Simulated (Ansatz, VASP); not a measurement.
Zr2H3: VASP beside Ansatz

INCAR

```
ALGO = Normal ; EDIFF = 1E-7
ENCUT = 520 ; GGA = PE
ISIF = 2 ; ISMEAR = 0
ISPIN = 2 ; LASPH = True
LCHARG = False ; LMAXMIX = 4
LORBIT = 11 ; LREAL = False
LWAVE = False ; MAGMOM = 1 1 0 0 0
NBANDS = 26 ; NELM = 150
PREC = Accurate ; SIGMA = 0.1
```

The input KPOINTS:

```
k-points
0
Gamma
  6 6 4
```

POSCAR

```
Zr2H3
1.0
    5.0517541473      0.0000000000      0.0000000000
   -2.5258770736      4.3749474252      0.0000000000
    0.0000000000      0.0000000000      3.7783153423
Zr H
2 3
Direct
    0.3333333333      0.6666666667      0.0000000000
    0.6666666667      0.3333333333      0.0000000000
    0.3333333333      0.6666666667      0.5000000000
    0.6666666667      0.3333333333      0.5000000000
    0.0000000000      0.0000000000      0.5000000000
```

Input for Ansatz:

```yaml
crystal:
  lattice:
    - [5.0517541473, 0.0, 0.0]
    - [-2.5258770736, 4.3749474252, 0.0]
    - [0.0, 0.0, 3.7783153423]
  atoms:
    - { symbol: Zr, position: [0.3333333333, 0.6666666667, 0.0], spin: 1.0 }
    - { symbol: Zr, position: [0.6666666667, 0.3333333333, 0.0], spin: 1.0 }
    - { symbol: H, position: [0.3333333333, 0.6666666667, 0.5] }
    - { symbol: H, position: [0.6666666667, 0.3333333333, 0.5] }
    - { symbol: H, position: [0.0, 0.0, 0.5] }
basis:
  ecutwfc: 420
kpoints:
  mp_grid: { grid: [6, 6, 4] }
hamiltonian:
  xc: pbe
scf:
  occupations: { method: gaussian, width: 0.1 }
  lower_state_search: "off"
output:
  forces: true
  stress: true
  eigenvalues: true
  populations: true
magnetization:
  spin_polarized: true
```

Alike in both runs: task single point; functional PBE; k mesh 6 × 6 × 4; occupations gaussian, width 0.1 eV; collinear spin.

|  | VASP | Ansatz |
| --- | --- | --- |
| version | VASP 6.6.1 | Ansatz 0.2.0 |
| potentials or method | VASP PAW PBE potentials, release 64 (Zr_sv, H), cutoff 520 eV | scalar-relativistic, plane waves, PAW |
| valence electrons in the cell | 27 | 27 |

```csv
,VASP,Ansatz,Ansatz less VASP
gap on the k mesh at the Fermi level (eV),none,none,-
pressure (GPa),0.2,0.2,+0.04
net moment per atom (μB),0.39,0.39,+0.002
size of the moment on the site where the two differ most (μB),0.64,0.25,-0.389
```

Site moments also hang on the region over which each program counts them. A gap of «none» marks a metal or a gap that the smearing closes.

The k mesh is coarse, so the values compare programs but aren't converged.
